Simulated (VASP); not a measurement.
# CoSi2: single point with PBEsol

CoSi2:

```xyz
3
Lattice="0.0000 2.6564 2.6564 2.6564 0.0000 2.6564 2.6564 2.6564 0.0000" Properties=species:S:1:pos:R:3 pbc="T T T"
Co   -0.0640    0.0000    0.0000
Si    1.3954    1.3282    1.3282
Si    4.0517    3.9845    3.9845
```

This cell differs from its parent crystal: atoms displaced along a vibrational mode.

```
Program             : VASP 6.6.1
Task                : single point
Functional          : PBEsol
Potentials or basis : VASP PAW PBE potentials, release 64 (Co, Si)
Cutoff              : 520 eV
k mesh              : 14 × 14 × 14
Occupations         : gaussian, width 0.15 eV
Spin                : no spin polarisation
```

- Pressure: 1.6 GPa
- Largest force: 1.660 eV/Å
- Band gap on the k mesh: zero (an odd number of electrons rules out a gap without spin polarisation)

Forces in eV/Å, atoms in the order of the input:
```
Co   1.660  0.000  0.000
Si  -0.830  0.000  0.000
Si  -0.830  0.000  0.000
```

Stress tensor (GPa, compression positive):
```
0.97 0.00 0.00
0.00 1.85 0.00
0.00 0.00 1.85
```

Levels at points of the mesh, in eV from the Fermi level:
```
           k point  band 5  band 6  band 7  band 8  band 9  band 10  band 11  band 12  band 13  band 14
(0.00, 0.00, 0.00)   -2.04   -2.02    0.96    3.12    3.12     3.47     3.59     3.78     3.78     5.78
(0.50, 0.00, 0.00)   -2.29   -1.80   -1.74   -0.45   -0.40     2.55     3.48     3.65     4.52    10.46
(0.50, 0.50, 0.00)   -3.74   -2.11   -2.05   -1.99   -1.42     1.65     2.86     8.59     9.79     9.83
(0.00, 0.50, 0.50)   -3.77   -2.01   -2.01   -1.98   -1.44     1.63     2.85     8.66     9.80     9.80
```

It took 83 s on 1 thread of AMD EPYC 9R45 96-Core Processor (Zen 5) (shared host), peak memory 0.24 GiB.

Caveat: the cell differs from its parent crystal (atoms displaced along a vibrational mode); the PAW data sets were made with another functional, which shifts forces and pressure a little; an odd number of electrons without spin polarisation forces a metal; a magnetic or distorted state may lie lower. Spin polarisation is off, so any magnetic state and its effect on volume and gap are missing.
